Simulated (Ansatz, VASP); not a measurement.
# Ag: VASP beside Ansatz

```
Ag
1.0
     2.71547    0.00000    0.00000
     0.00000    2.71547    0.00000
     0.00000    0.00000    2.71547
Ag
1
Cartesian
  0.0000 0.0000 0.0000
```

Alike in both runs: functional r2SCAN; k mesh 12 × 12 × 12; occupations fermi-dirac, width 0.1 eV; no spin polarisation.

Ansatz relaxed the structure, and its values are those at the end. VASP's run is a single point on that final structure, the one shown.

```csv
,VASP,Ansatz
version,VASP 6.6.1,Ansatz 0.2.0
potentials or method,"VASP PAW PBE potentials, release 64 (Ag), cutoff 520 eV","plane waves (500 eV) with PAW, scalar-relativistic"
valence electrons in the cell,11,19
```

Ansatz gave:

```
pressure (GPa) : 0.0
```

**Question.** What did VASP give for the same quantities?

**Answer.** Pressure (GPa): 0.2.

VASP's potentials were made for PBE, not for r2SCAN. The functional is the same, so the differences come from potentials, cutoffs and numerics. VASP's potentials hold 11 valence electrons a cell and Ansatz's 19, so a difference there can come from the potentials and not from the codes.
